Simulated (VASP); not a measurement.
# Ti: single point with PBEsol

Ti:

```
CELL_PARAMETERS angstrom
4.37950 0.00000 0.00000
-2.18975 3.79276 0.00000
0.00000 0.00000 2.66400
ATOMIC_POSITIONS crystal
Ti 0.00000 0.00000 0.00000
Ti 0.33333 0.66667 0.50000
Ti 0.66667 0.33333 0.50000
```

This isn't the form of Ti at room conditions, which is hcp.

```yaml
Program: VASP 6.6.1
Task: single point
Functional: PBEsol
Potentials_or_basis: VASP PAW PBE potentials, release 64 (Ti_sv)
Cutoff: 520 eV
k_mesh: 12 × 12 × 14
Occupations: gaussian, width 0.15 eV
Spin: no spin polarisation
Dipole_correction: no
Further_INCAR_settings: ALGO = Fast; EDIFF = 1e-06; NBANDS = 25
```

```json
{"Pressure": "15.4 GPa", "Band gap on the k mesh": "zero (bands 18 and 19 overlap by 0.32 eV)"}
```

Stress tensor (GPa, compression positive):
```
13.56  0.00  0.00
 0.00 13.56  0.00
 0.00  0.00 19.13
```

Levels at points of the mesh, in eV from the Fermi level:
```csv
k point,band 15,band 16,band 17,band 18,band 19,band 20,band 21,band 22
"(0.00, 0.00, 0.00)",-0.72,-0.72,-0.63,-0.63,-0.08,0.67,1.48,1.48
"(0.50, 0.00, 0.00)",-3.00,-0.59,-0.55,-0.48,-0.03,0.54,1.33,1.61
"(0.00, 0.00, 0.50)",-2.05,-1.95,-1.95,-1.51,1.12,1.12,1.55,1.55
"(0.50, 0.00, 0.50)",-2.11,-1.46,-0.65,-0.64,0.32,1.00,1.33,1.50
```

Wall time 12 min on 1 thread of AMD EPYC 7R13, with other jobs on the host, peak memory 0.23 GiB.

Caveat: the stress differs along the axes, from 14 to 19 GPa; the PAW data sets were made with another functional, which shifts forces and pressure a little.
